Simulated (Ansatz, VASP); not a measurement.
TlBr in VASP and in Ansatz

```xyz
2
Lattice="3.9145 -0.0098 -0.0098 -0.0098 3.9145 -0.0098 -0.0098 -0.0098 3.9145" Properties=species:S:1:pos:R:3 pbc="T T T"
Tl    0.0000    0.0000    0.0000
Br    1.9475    1.9475    1.9475
```

Change from the starting cell: equal xy, yz and zx engineering shears of -0.5 %.

Alike in both runs: functional PBEsol; k mesh 6 × 6 × 6; non-collinear spin, spin-orbit coupling.

Ansatz relaxed the structure, and its values are those at the end. VASP's run is a single point on that final structure, the one shown.

|  | VASP | Ansatz |
| --- | --- | --- |
| version | VASP 6.6.1 | Ansatz 0.2.0 |
| potentials or method | VASP PAW PBE potentials, release 64 (Tl_d, Br), cutoff 500 eV | all-electron LAPW |
| occupations | gaussian, width 0.01 eV | fixed |

|  | VASP | Ansatz | Ansatz less VASP |
| --- | --- | --- | --- |
| pressure (GPa) | -0.1 | -0.2 | -0.05 |
| net moment per atom (μB) | 0.00 | 0.00 | 0.000 |

VASP's potentials were made for PBE, not for PBEsol. Ansatz ran all-electron here, and VASP with PAW potentials.
